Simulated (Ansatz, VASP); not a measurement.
## LiCl in VASP and in Ansatz

```
Li Cl
1.0
     0.00000    2.35958    2.35958
     2.35958    0.00000    2.35958
     2.35958    2.35958    0.00000
Li Cl
1 1
Cartesian
  0.0000 0.0000 0.0000
  2.3596 2.3596 2.3596
```

Change from the starting cell: strain -0.080 along x and y, -0.080 along z, atoms carried along.

Alike in both runs: task single point; functional PBE; k mesh 8 × 8 × 8; occupations gaussian, width 0.05 eV; no spin polarisation.

|  | VASP | Ansatz |
| --- | --- | --- |
| version | VASP 6.6.1 | Ansatz 0.2.0 |
| potentials or method | VASP PAW PBE potentials, release 64 (Li_sv, Cl), cutoff 520 eV | scalar-relativistic, plane waves, PAW |
| valence electrons in the cell | 10 | 10 |

Ansatz gave:

```
gap on the k mesh at the Fermi level (eV) : 6.95
least direct gap on the mesh (eV)         : 7.33
```

Question: Estimate VASP's values.

Answer: gap on the k mesh at the Fermi level (eV): 6.98; least direct gap on the mesh (eV): 7.36.

The functional is the same, so the differences come from potentials, cutoffs and numerics.

Noted on VASP's run: the cutoff is under 1.25 times that of the potentials, so the pressure is a little rough.
